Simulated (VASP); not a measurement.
Here is a VASP 6.6.1 calculation.

The input INCAR:

```
  ALGO = Fast
  EDIFF = 1E-6
  ENCUT = 520
  GGA = PS
  ISIF = 2
  ISMEAR = -1
  LASPH = True
  LCHARG = False
  LREAL = False
  LWAVE = False
  NBANDS = 34
  NELM = 80
  PREC = Accurate
  SIGMA = 0.05
```

Contents of KPOINTS:

```
k-points
0
Gamma
  7 7 7
```

Contents of POSCAR:

```
ScRu3
1.0
   -1.9182172802      1.9182172802      3.9649955005
    1.9182172802     -1.9182172802      3.9649955005
    1.9182172802      1.9182172802     -3.9649955005
Ru Sc
3 1
Direct
    0.5000000000      0.5000000000      0.0000000000
    0.2500000000      0.7500000000      0.5000000000
    0.7500000000      0.2500000000      0.5000000000
    0.0000000000      0.0000000000      0.0000000000
```

Potentials or basis: VASP PAW PBE potentials, release 64 (Ru_pv, Sc_sv).

Run with:

```console
$ cat potpaw_PBE.64/Ru_pv/POTCAR potpaw_PBE.64/Sc_sv/POTCAR > POTCAR
$ mpirun -np 1 vasp_std > vasp.out
```

Q: Estimate the pressure.

A: 0.2 GPa.

Caveat: the PAW data sets were made with another functional, which shifts forces and pressure a little.
